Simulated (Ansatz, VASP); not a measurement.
# Two plane-wave programs on Ge

```
CELL_PARAMETERS angstrom
4.05019 0.00000 0.00000
-2.02510 3.50757 0.00000
0.00000 0.00000 6.68622
ATOMIC_POSITIONS crystal
Ge 0.33333 0.66667 0.93710
Ge 0.66667 0.33333 0.43710
Ge 0.33333 0.66667 0.56290
Ge 0.66667 0.33333 0.06290
```

Alike in both runs: task single point; functional LDA; k mesh 8 × 8 × 4; occupations fermi-dirac, width 0.05 eV; no spin polarisation.

```csv
,VASP,Ansatz
version,VASP 6.6.1,Ansatz 0.2.0
potentials or method,"VASP PAW LDA potentials, release 64 (Ge_d)",Ansatz PAW
plane-wave cutoff (eV),520,420
valence electrons in the cell,56,56
```

|  | VASP | Ansatz | Ansatz less VASP |
| --- | --- | --- | --- |
| pressure (GPa) | -4.0 | -4.2 | -0.13 |
| traceless stress, the component that is largest in VASP (GPa) | -0.23 | -0.25 | -0.017 |
| rms of the force components (eV/Å) | 0.011 | 0.013 | +0.0019 |

LDA's correlation is that of Perdew and Zunger in VASP and of Perdew and Wang (1992) in Ansatz. Atom by atom the forces differ by 0.002 eV/Å (rms over components).
